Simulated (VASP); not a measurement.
# MgB2 (P6/mmm) in VASP: notebook, part 2 of 2

VASP 6.6.1. Earlier steps stand in the parts before.

### Step 4. Single point, revPBE

INCAR reads:

```
SYSTEM = MgB2
PREC     = Accurate       ! precision mode
ENCUT    = 520            ! plane-wave cutoff, eV
EDIFF    = 1E-6           ! SCF threshold, eV
ISMEAR   = -1             ! smearing method
SIGMA    = 0.05           ! smearing width, eV
LREAL    = .FALSE.        ! projectors in reciprocal space
LASPH    = .TRUE.         ! aspherical terms in the spheres
NELM     = 100            ! most SCF steps
ALGO     = Normal         ! electronic algorithm
ISIF     = 2              ! what is computed and relaxed
LWAVE    = .FALSE.        ! write WAVECAR
LCHARG   = .FALSE.        ! write CHGCAR
GGA      = RE             ! functional
NBANDS   = 11             ! bands
```

KPOINTS reads:

```
Automatic mesh
0
G
  10 10 8
  0 0 0
```

POSCAR reads:

```
MgB2
1.0
    3.0433056997      0.0000000000      0.0000000000
   -1.5216528499      2.6355800475      0.0000000000
    0.0000000000      0.0000000000      3.4753860551
Mg B
1 2
Direct
    0.0000000000      0.0000000000      0.0000000000
    0.6666666667      0.3333333333      0.5000000000
    0.3333333333      0.6666666667      0.5000000000
```

Potentials or basis: VASP PAW PBE potentials, release 64 (Mg, B).

Command:

```
> cat potpaw_PBE.64/Mg/POTCAR potpaw_PBE.64/B/POTCAR > POTCAR
> mpirun -np 1 vasp_std > vasp.out
```

OUTCAR:

```text
SYSTEM = MgB2
   PREC = Accurate
   ENCUT = 520
   EDIFF = 1E-6
   ISMEAR = -1
   LREAL = .FALSE.
   LASPH = .TRUE.
   NELM = 100
   ISIF = 2
   GGA = RE

 ion  position               nearest neighbor table
   1  0.000  0.000  0.000-   2 2.47   3 2.47   2 2.47   3 2.47   2 2.47   2 2.47   3 2.47   3 2.47
                             2 2.47   2 2.47   3 2.47   3 2.47
   2  0.667  0.333  0.500-   3 1.76   3 1.76   3 1.76   1 2.47   1 2.47   1 2.47   1 2.47   1 2.47
                             1 2.47
   3  0.333  0.667  0.500-   2 1.76   2 1.76   2 1.76   1 2.47   1 2.47   1 2.47   1 2.47   1 2.47
                             1 2.47

  LATTYP: Found a hexagonal cell.
 ALAT       =     3.0433056997
 C/A-ratio  =     1.1419773096

  Lattice vectors:

 A1 = (   3.0433056997,   0.0000000000,   0.0000000000)
 A2 = (  -1.5216528499,   2.6355800475,   0.0000000000)
 A3 = (   0.0000000000,   0.0000000000,   3.4753860551)

Analysis of symmetry for initial positions (statically):
=====================================================================
 Subroutine PRICEL returns:
 Original cell was already a primitive cell.

 Routine SETGRP: Setting up the symmetry group for a
 hexagonal supercell.

 Subroutine GETGRP returns: Found 24 space group operations
 (whereof 24 operations were pure point group operations)
 out of a pool of 24 trial point group operations.

The static configuration has the point symmetry D_6h.

Analysis of symmetry for dynamics (positions and initial velocities):
=====================================================================
 Subroutine PRICEL returns:
 Original cell was already a primitive cell.

 Routine SETGRP: Setting up the symmetry group for a
 hexagonal supercell.

 Subroutine GETGRP returns: Found 24 space group operations
 (whereof 24 operations were pure point group operations)
 out of a pool of 24 trial point group operations.

The dynamic configuration has the point symmetry D_6h.

 Subroutine INISYM returns: Found 24 space group operations
 (whereof 24 operations are pure point group operations),
 and found     1 'primitive' translations

[... 120 lines left out ...]
   LORBIT       =      0    0 simple, 1 ext, 2 COOP (PROOUT), +10 PAW based schemes
   GGA     = RE    functional components
   LHFCALC =     F    Hartree Fock is set to
   AEXX    =    0.0000 exact exchange contribution
   IVDW    =     0    specifies the selected vdW correction
   LEPSILON=     F    determine dielectric tensor
   LRPA    =     F    only Hartree local field effects (RPA)
 non-spin polarized calculation
  energy-cutoff  :      520.00
  volume of cell :       27.88
 maximum number of plane-waves:       763
 NGX is ok and might be reduce to    24
   NGX = 11   NGY = 11   NGZ = 13

 number of electron       8.0000000 magnetization

 Free energy of the ion-electron system (eV)
  ---------------------------------------------------
  ext. energy  EPLUGINS =         0.00000000
  ---------------------------------------------------
  free energy    TOTEN  =       -14.64656005 eV

  energy without entropy =      -14.64017870  energy(sigma->0) =      -14.64336937

 E-fermi :   5.6925     XC(G=0): -11.0055

 val. band max:        5.6911641581   @ k =   0.1000   0.0000   0.1250
 cond. band min:       5.7804493832   @ k =   0.4000   0.1000   0.0000
 fundamental gap:      0.0892852251
 Fermi energy:         5.6925390853

 k-point     1 :       0.0000    0.0000    0.0000
  band No.  band energies     occupation
      1      -7.0524      2.00000
      2       2.6249      2.00000
      3       6.0486      0.00161
      4       6.0486      0.00161
      5       7.4140      0.00000
      6      12.1364      0.00000
      7      12.1364      0.00000
      8      14.1262      0.00000
      9      15.9979      0.00000
     10      18.8166      0.00000
     11      22.2243      0.00000
[... 309 lines left out ...]
 k-point    24 :       0.4000    0.1000    0.1250
  band No.  band energies     occupation
      1      -3.3433      2.00000
      2      -1.5530      2.00000
      3       2.7632      2.00000
      4       4.9495      2.00000
      5       7.9218      0.00000
      6      11.0146      0.00000
      7      12.2396      0.00000
      8      14.3124      0.00000
      9      16.1504      0.00000
     10      19.5982      0.00000
     11      20.5197      0.00000

 [... further k-points ...]
[... 5 lines left out ...]
  --------------------------------------------------------------------------------------
  -------------------------------------------------------------------------------------
  Total        1.5875958      1.5875958      1.0703731     -0.0000000     -0.0000000      0.0000000
  in kB       91.2484880     91.2484880     61.5206485     -0.0000000     -0.0000000      0.0000000
  external PRESSURE =      81.3392082 kB  Pullay stress =       0.0000000 kB

 VOLUME and BASIS-vectors are now :
 -----------------------------------------------------------------------------
  energy-cutoff  :      520.00
  volume of cell :       27.88
      direct lattice vectors                 reciprocal lattice vectors
     3.043305700  0.000000000  0.000000000     0.328590059  0.189711559  0.000000000
    -1.521652850  2.635580047  0.000000000     0.000000000  0.379423118  0.000000000
     0.000000000  0.000000000  3.475386055     0.000000000  0.000000000  0.287737818

 POSITION                                       TOTAL-FORCE (eV/Angst)
 -----------------------------------------------------------------------------------
      0.00000      0.00000      0.00000        -0.000000      0.000000      0.000000
      1.52165      0.87853      1.73769        -0.000000      0.000000      0.000000
     -0.00000      1.75705      1.73769         0.000000      0.000000      0.000000
 -----------------------------------------------------------------------------------
    total drift:                                0.000000     -0.000000     -0.000000

  FREE ENERGIE OF THE ION-ELECTRON SYSTEM (eV)
  ---------------------------------------------------
  free  energy   TOTEN  =       -14.6465600457 eV

  energy  without entropy=      -14.6401787041  energy(sigma->0) =      -14.64336937
```

OSZICAR:

```text
N       E                     dE             d eps       ncg     rms          rms(c)
DAV:   1     0.638036158372E+01    0.63804E+01   -0.38186E+03  1620   0.618E+02
DAV:   2    -0.157719997568E+02   -0.22152E+02   -0.21122E+02  1935   0.110E+02
DAV:   3    -0.163410047829E+02   -0.56901E+00   -0.56764E+00  1975   0.149E+01
DAV:   4    -0.163422809568E+02   -0.12762E-02   -0.12761E-02  1797   0.783E-01
DAV:   5    -0.163422863066E+02   -0.53497E-05   -0.53497E-05  1855   0.513E-02    0.543E+00
DAV:   6    -0.149138365789E+02    0.14284E+01   -0.17106E+00  1726   0.612E+00    0.267E+00
DAV:   7    -0.146510361995E+02    0.26280E+00   -0.10130E+00  1795   0.469E+00    0.784E-01
DAV:   8    -0.146540537552E+02   -0.30176E-02   -0.91881E-02  1702   0.168E+00    0.378E-01
DAV:   9    -0.146466994566E+02    0.73543E-02   -0.16406E-02  1687   0.604E-01    0.736E-02
DAV:  10    -0.146465725375E+02    0.12692E-03   -0.13765E-03  1867   0.201E-01    0.276E-02
DAV:  11    -0.146465601584E+02    0.12379E-04   -0.65460E-05  1710   0.505E-02    0.343E-03
DAV:  12    -0.146465600457E+02    0.11271E-06   -0.80200E-07  1320   0.620E-03
   1 F= -.14646560E+02 E0= -.14643369E+02  d E =-.638134E-02
```

Wall time 9.5 s (1 thread of Intel Xeon 6975P-C, shared host); peak memory 0.16 GiB.

Results:

- Free energy: -14.6466 eV
- Pressure: 8.1 GPa
- Band gap on the k mesh: zero (band 4 reaches 6.79 eV, above the bottom of band 5 at 4.26 eV)

Caveat: the PAW data sets were made with another functional, which shifts forces and pressure a little.

### Step 5. Single point, revPBE

This run uses another cell than the first one, of 9.49 Å³/atom, 1.021 times its volume.

INCAR reads:

```
PREC = Accurate
ENCUT = 520
EDIFF = 1E-6
ISMEAR = -1
SIGMA = 0.05
LREAL = F
LASPH = T
NELM = 100
ALGO = Normal
ISIF = 2
LWAVE = F
LCHARG = F
GGA = RE
NBANDS = 11
```

KPOINTS reads:

```
Automatic mesh
0
Gamma
  10 10 8
```

POSCAR reads:

```
MgB2
1.0
    3.0642946782      0.0000000000      0.0000000000
   -1.5321473391      2.6537570360      0.0000000000
    0.0000000000      0.0000000000      3.4993549923
Mg B
1 2
Direct
    0.0000000000      0.0000000000      0.0000000000
    0.6666666667      0.3333333333      0.5000000000
    0.3333333333      0.6666666667      0.5000000000
```

Potentials or basis: VASP PAW PBE potentials, release 64 (Mg, B).

Command:

```
> cat potpaw_PBE.64/Mg/POTCAR potpaw_PBE.64/B/POTCAR > POTCAR
> mpirun -np 1 vasp_std > vasp.out
```

OUTCAR:

```text
PREC = Accurate
   ENCUT = 520
   EDIFF = 1E-6
   ISMEAR = -1
   LREAL = F
   LASPH = T
   NELM = 100
   ISIF = 2
   GGA = RE

 ion  position               nearest neighbor table
   1  0.000  0.000  0.000-   2 2.49   3 2.49   2 2.49   3 2.49   3 2.49   3 2.49   2 2.49   2 2.49
                             2 2.49   2 2.49   3 2.49   3 2.49
   2  0.667  0.333  0.500-   3 1.77   3 1.77   3 1.77   1 2.49   1 2.49   1 2.49   1 2.49   1 2.49
                             1 2.49
   3  0.333  0.667  0.500-   2 1.77   2 1.77   2 1.77   1 2.49   1 2.49   1 2.49   1 2.49   1 2.49
                             1 2.49

  LATTYP: Found a hexagonal cell.
 ALAT       =     3.0642946782
 C/A-ratio  =     1.1419773096

  Lattice vectors:

 A1 = (   3.0642946782,   0.0000000000,   0.0000000000)
 A2 = (  -1.5321473391,   2.6537570360,   0.0000000000)
 A3 = (   0.0000000000,   0.0000000000,   3.4993549923)

Analysis of symmetry for initial positions (statically):
=====================================================================
 Subroutine PRICEL returns:
 Original cell was already a primitive cell.

 Routine SETGRP: Setting up the symmetry group for a
 hexagonal supercell.

 Subroutine GETGRP returns: Found 24 space group operations
 (whereof 24 operations were pure point group operations)
 out of a pool of 24 trial point group operations.

The static configuration has the point symmetry D_6h.

Analysis of symmetry for dynamics (positions and initial velocities):
=====================================================================
 Subroutine PRICEL returns:
 Original cell was already a primitive cell.

 Routine SETGRP: Setting up the symmetry group for a
 hexagonal supercell.

 Subroutine GETGRP returns: Found 24 space group operations
 (whereof 24 operations were pure point group operations)
 out of a pool of 24 trial point group operations.

The dynamic configuration has the point symmetry D_6h.

 Subroutine INISYM returns: Found 24 space group operations
 (whereof 24 operations are pure point group operations),
 and found     1 'primitive' translations
[... 120 lines left out ...]
  Thomas-Fermi vector in A             =   2.208223
   LORBIT       =      0    0 simple, 1 ext, 2 COOP (PROOUT), +10 PAW based schemes
   GGA     = RE    functional components
   LHFCALC =     F    Hartree Fock is set to
   AEXX    =    0.0000 exact exchange contribution
   IVDW    =     0    specifies the selected vdW correction
   LEPSILON=     F    determine dielectric tensor
   LRPA    =     F    only Hartree local field effects (RPA)
 non-spin polarized calculation
  energy-cutoff  :      520.00
  volume of cell :       28.46
 maximum number of plane-waves:       781
 NGX is ok and might be reduce to    24
   NGX = 11   NGY = 11   NGZ = 13

 number of electron       8.0000000 magnetization

 Free energy of the ion-electron system (eV)
  ---------------------------------------------------
  ext. energy  EPLUGINS =         0.00000000
  ---------------------------------------------------
  free energy    TOTEN  =       -14.66982833 eV

  energy without entropy =      -14.66358400  energy(sigma->0) =      -14.66670617

 E-fermi :   5.5421     XC(G=0): -10.9238

 val. band max:        5.5338826995   @ k =   0.1000   0.0000   0.1250
 cond. band min:       5.5453750083   @ k =   0.3000   0.2000   0.0000
 fundamental gap:      0.0114923088
 Fermi energy:         5.5421024094

 k-point     1 :       0.0000    0.0000    0.0000
  band No.  band energies     occupation
      1      -7.0751      2.00000
      2       2.5188      2.00000
      3       5.8854      0.00208
      4       5.8854      0.00208
      5       7.2144      0.00000
      6      11.8970      0.00000
      7      11.8970      0.00000
      8      13.7518      0.00000
      9      15.6651      0.00000
     10      18.4361      0.00000
     11      21.8817      0.00000
[... 309 lines left out ...]
 k-point    24 :       0.4000    0.1000    0.1250
  band No.  band energies     occupation
      1      -3.4157      2.00000
      2      -1.6337      2.00000
      3       2.6466      2.00000
      4       4.8149      2.00000
      5       7.7441      0.00000
      6      10.7794      0.00000
      7      11.9658      0.00000
      8      13.9812      0.00000
      9      15.8401      0.00000
     10      19.2073      0.00000
     11      20.1228      0.00000

 [... further k-points ...]
[... 5 lines left out ...]
  --------------------------------------------------------------------------------------
  -------------------------------------------------------------------------------------
  Total        0.9193119      0.9193119      0.6203547      0.0000000      0.0000000      0.0000000
  in kB       51.7599440     51.7599440     34.9277819      0.0000000      0.0000000      0.0000000
  external PRESSURE =      46.1492233 kB  Pullay stress =       0.0000000 kB

 VOLUME and BASIS-vectors are now :
 -----------------------------------------------------------------------------
  energy-cutoff  :      520.00
  volume of cell :       28.46
      direct lattice vectors                 reciprocal lattice vectors
     3.064294678  0.000000000  0.000000000     0.326339372  0.188412124  0.000000000
    -1.532147339  2.653757036  0.000000000     0.000000000  0.376824248  0.000000000
     0.000000000  0.000000000  3.499354992     0.000000000  0.000000000  0.285766949

 POSITION                                       TOTAL-FORCE (eV/Angst)
 -----------------------------------------------------------------------------------
      0.00000      0.00000      0.00000        -0.000000      0.000000      0.000000
      1.53215      0.88459      1.74968         0.000000      0.000000      0.000000
     -0.00000      1.76917      1.74968        -0.000000     -0.000000      0.000000
 -----------------------------------------------------------------------------------
    total drift:                                0.000000     -0.000000     -0.000000

  FREE ENERGIE OF THE ION-ELECTRON SYSTEM (eV)
  ---------------------------------------------------
  free  energy   TOTEN  =       -14.6698283329 eV

  energy  without entropy=      -14.6635839976  energy(sigma->0) =      -14.66670617
```

OSZICAR:

```text
N       E                     dE             d eps       ncg     rms          rms(c)
DAV:   1     0.480499949740E+01    0.48050E+01   -0.38073E+03  1676   0.613E+02
DAV:   2    -0.158229671275E+02   -0.20628E+02   -0.19404E+02  1962   0.106E+02
DAV:   3    -0.163205774648E+02   -0.49761E+00   -0.49601E+00  1995   0.139E+01
DAV:   4    -0.163216271697E+02   -0.10497E-02   -0.10496E-02  1763   0.725E-01
DAV:   5    -0.163216320063E+02   -0.48366E-05   -0.48367E-05  1918   0.484E-02    0.533E+00
DAV:   6    -0.149302218584E+02    0.13914E+01   -0.16782E+00  1729   0.600E+00    0.262E+00
DAV:   7    -0.146741579995E+02    0.25606E+00   -0.99633E-01  1795   0.461E+00    0.768E-01
DAV:   8    -0.146771441908E+02   -0.29862E-02   -0.90071E-02  1717   0.165E+00    0.371E-01
DAV:   9    -0.146699491217E+02    0.71951E-02   -0.16346E-02  1705   0.599E-01    0.721E-02
DAV:  10    -0.146698409496E+02    0.10817E-03   -0.13283E-03  1864   0.198E-01    0.275E-02
DAV:  11    -0.146698284342E+02    0.12515E-04   -0.65500E-05  1716   0.497E-02    0.343E-03
DAV:  12    -0.146698283329E+02    0.10130E-06   -0.85685E-07  1348   0.635E-03
   1 F= -.14669828E+02 E0= -.14666706E+02  d E =-.624434E-02
```

Run time: 10 s. Hardware: 1 thread of Intel Xeon 6975P-C, shared host; peak memory 0.16 GiB.

Results:

| Quantity | Value |
| --- | --- |
| Free energy | -14.6698 eV |
| Pressure | 4.6 GPa |
| Band gap on the k mesh | zero (band 4 reaches 6.63 eV, above the bottom of band 5 at 4.14 eV) |

Caveat: the PAW data sets were made with another functional, which shifts forces and pressure a little.

### Step 6. Single point, PBEsol+D3(BJ)

This run uses another cell than the first one, of 9.68 Å³/atom, 1.042 times its volume.

INCAR reads:

```
SYSTEM = MgB2
ALGO = Normal ; EDIFF = 1E-6
ENCUT = 520 ; GGA = PS
ISIF = 2 ; ISMEAR = -1
IVDW = 12 ; LASPH = .TRUE.
LCHARG = .TRUE. ; LELF = .TRUE.
LREAL = .FALSE. ; LVHAR = .TRUE.
LWAVE = .FALSE. ; NBANDS = 11
NELM = 100 ; PREC = Accurate
SIGMA = 0.05
```

KPOINTS reads:

```
k-points
0
G
  10 10 8
  0 0 0
```

POSCAR reads:

```
MgB2
1.0
    3.0850000000      0.0000000000      0.0000000000
   -1.5425000000      2.6716883707      0.0000000000
    0.0000000000      0.0000000000      3.5230000000
Mg B
1 2
Direct
    0.0000000000      0.0000000000      0.0000000000
    0.6666666667      0.3333333333      0.5000000000
    0.3333333333      0.6666666667      0.5000000000
```

Potentials or basis: VASP PAW PBE potentials, release 64 (Mg, B).

Command:

```
> cat potpaw_PBE.64/Mg/POTCAR potpaw_PBE.64/B/POTCAR > POTCAR
> mpirun -np 1 vasp_std > vasp.out
```

Wall time 12 s (1 thread of Intel Xeon 6975P-C, shared host); peak memory 0.17 GiB.

Results (log left out):

| Item | Value |
| --- | --- |
| Free energy | -16.9221 eV |
| Pressure | -7.0 GPa |
| Band gap on the k mesh | zero (band 4 reaches 6.33 eV, above the bottom of band 5 at 3.86 eV) |
| Dispersion energy per atom | -0.235 eV |

Stress tensor (GPa, compression positive):
```
-6.88  0.00  0.00
 0.00 -6.88  0.00
 0.00  0.00 -7.24
```

Levels at points of the mesh, in eV from the Fermi level:
```
           k point  band 1  band 2  band 3  band 4  band 5  band 6  band 7  band 8
(0.00, 0.00, 0.00)  -12.45   -2.99    0.34    0.34    1.57    6.24    6.24    8.07
(0.50, 0.00, 0.00)   -8.55   -7.87   -2.20    0.17    3.02    3.78    5.24    7.03
(0.00, 0.00, 0.50)  -11.16   -7.50    0.72    0.72    6.57    6.57    7.90    9.86
(0.50, 0.00, 0.50)   -7.56   -6.96   -3.63   -1.91   -1.37    5.64    8.67    8.80
```

Caveat: the PAW data sets were made with another functional, which shifts forces and pressure a little; pairwise dispersion overbinds metals, which lowers pressure and volume.

### Step 7. Overview

```tsv
level	cell	gap on the mesh (eV)	pressure (GPa)
PBEsol+D3(BJ)	a = 3.043, b = 3.043, c = 3.475 Å, angles 90.0, 90.0, 120.0°, 3 atoms	none	-0.9
PBEsol+D3(BJ)	a = 3.064, b = 3.064, c = 3.499 Å, angles 90.0, 90.0, 120.0°, 3 atoms	none	-4.1
revPBE	a = 3.043, b = 3.043, c = 3.475 Å, angles 90.0, 90.0, 120.0°, 3 atoms	none	8.1
revPBE	a = 3.064, b = 3.064, c = 3.499 Å, angles 90.0, 90.0, 120.0°, 3 atoms	none	4.6
PBEsol+D3(BJ)	a = 3.085, b = 3.085, c = 3.523 Å, angles 90.0, 90.0, 120.0°, 3 atoms	none	-7.0
```

Alike in all rows: task single point; potentials or basis VASP PAW PBE potentials, release 64 (Mg, B); no spin polarisation; k mesh 10 × 10 × 8; cutoff (eV) 520; smearing fermi-dirac 0.05 eV.

Caveats: the PAW data sets were made with another functional, which shifts forces and pressure a little; pairwise dispersion overbinds metals, which lowers pressure and volume (some runs).

Total energies depend on the potentials used, so only differences within one code and one set of settings carry meaning.
